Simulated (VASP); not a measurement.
PdPt: single point with LDA

Crystal: PdPt.

```
CELL_PARAMETERS angstrom
1.38340 0.79871 4.56037
-1.38340 0.79871 4.56037
0.00000 -1.59741 4.56037
ATOMIC_POSITIONS crystal
Pd 0.00000 0.00000 0.00000
Pt 0.50000 0.50000 0.50000
```

| Item | Value |
| --- | --- |
| Program | VASP 6.6.1 |
| Task | single point |
| Functional | LDA |
| Potentials or basis | VASP PAW LDA potentials, release 64 (Pd, Pt) |
| Cutoff | 500 eV |
| k mesh | 12 × 12 × 12 |
| Occupations | fermi-dirac, width 0.03 eV |
| Spin | collinear spin |
| Starting moments | [1.2, 1.2] μB |
| Fixed moment | 2.4 μB |

```
Pressure                                              : -2.5 GPa
Net moment                                            : 2.40 μB per cell
Site moments                                          : Pd +1.07; Pt +1.24 μB
Valence electrons inside the program's atomic spheres : Pd 9.41; Pt 9.22
```

Stress tensor (GPa, compression positive):
```
-1.90  0.00  0.00
 0.00 -1.90  0.00
 0.00  0.00 -3.78
```

Wall time 8.3 min on 1 thread of Oxide Virtual Turin-like Processor (shared host), peak memory 0.29 GiB.

Caveat: the total moment is fixed, so each spin has its own Fermi level and the state may be an excited one.
